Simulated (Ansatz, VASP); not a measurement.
**One calculation of ZnSb2S6, two programs**

INCAR

```
SYSTEM = ZnSb2S6
ALGO = Normal ; EDIFF = 1E-6
EDIFFG = -0.01 ; ENCUT = 600
GGA = PE ; IBRION = 2
ISIF = 3 ; ISMEAR = 0
LASPH = .True. ; LCHARG = .False.
LREAL = .False. ; LWAVE = .False.
NELM = 100 ; NSW = 100
PREC = Accurate ; SIGMA = 0.1
```

File KPOINTS:

```
k-points
0
Gamma
  8 8 8
  0 0 0
```

File POSCAR:

```
ZnSb2S6
1.0
    0.0000000000      4.4391438723      4.4391438723
    4.4391438723      0.0000000000      4.4391438723
    4.4391438723      4.4391438723      0.0000000000
Zn Sb S
1 2 6
Direct
    0.0000000000      0.0000000000      0.0000000000
    0.2500000000      0.2500000000      0.2500000000
    0.7500000000      0.7500000000      0.7500000000
    0.7369288719      0.7369288719      0.2630711281
    0.7369288719      0.2630711281      0.7369288719
    0.2630711281      0.7369288719      0.2630711281
    0.2630711281      0.2630711281      0.7369288719
    0.2630711281      0.7369288719      0.7369288719
    0.7369288719      0.2630711281      0.2630711281
```

Input for Ansatz:

```yaml
crystal:
  lattice:
    - [0.0, 4.4391438723, 4.4391438723]
    - [4.4391438723, 0.0, 4.4391438723]
    - [4.4391438723, 4.4391438723, 0.0]
  atoms:
    - { symbol: Zn, position: [0.0, 0.0, 0.0] }
    - { symbol: Sb, position: [0.25, 0.25, 0.25] }
    - { symbol: Sb, position: [0.75, 0.75, 0.75] }
    - { symbol: S, position: [0.7369288719, 0.7369288719, 0.2630711281] }
    - { symbol: S, position: [0.7369288719, 0.2630711281, 0.7369288719] }
    - { symbol: S, position: [0.2630711281, 0.7369288719, 0.2630711281] }
    - { symbol: S, position: [0.2630711281, 0.2630711281, 0.7369288719] }
    - { symbol: S, position: [0.2630711281, 0.7369288719, 0.7369288719] }
    - { symbol: S, position: [0.7369288719, 0.2630711281, 0.2630711281] }
basis:
  ecutwfc: 420
kpoints:
  mp_grid: { grid: [8, 8, 8] }
hamiltonian:
  xc: pbe
scf:
  occupations: { method: gaussian, width: 0.1 }
output:
  forces: true
  stress: true
  eigenvalues: true
  write_density: true
  write_potential: true
  elf: true
  volumetric_format: npy
relax:
  adjacent_minimum: "off"
  f_tol: 0.01
  max_steps: 80
  cell: { stress_tol: 0.05 }
```

Change from the starting cell: species swapped into the K2MnF6 type (Fm-3m, No. 225).

Alike in both runs: task relaxation of cell and atoms; functional PBE; k mesh 8 × 8 × 8; occupations gaussian, width 0.1 eV; no spin polarisation.

|  | VASP | Ansatz |
| --- | --- | --- |
| version | VASP 6.6.1 | Ansatz 0.2.0 |
| potentials or method | VASP PAW PBE potentials, release 64 (Zn, Sb, S), cutoff 600 eV | scalar-relativistic, plane waves, PAW |
| valence electrons in the cell | 58 | 78 |

VASP gave:

```
gap on the k mesh at the Fermi level, each at its own relaxed structure (eV) : none
relaxed volume (Å³/atom)                                                     : 19.33
relaxed cell length with the largest relative difference (Å)                 : 6.266
```

Q: Estimate Ansatz's values.

A: gap on the k mesh at the Fermi level, each at its own relaxed structure (eV): none; relaxed volume (Å³/atom): 19.37; relaxed cell length with the largest relative difference (Å): 6.270.

A gap of «none» marks a metal or a gap that the smearing closes. VASP's potentials hold 58 valence electrons a cell and Ansatz's 78, so a difference there can come from the potentials and not from the codes.

Spin-orbit coupling is off throughout.
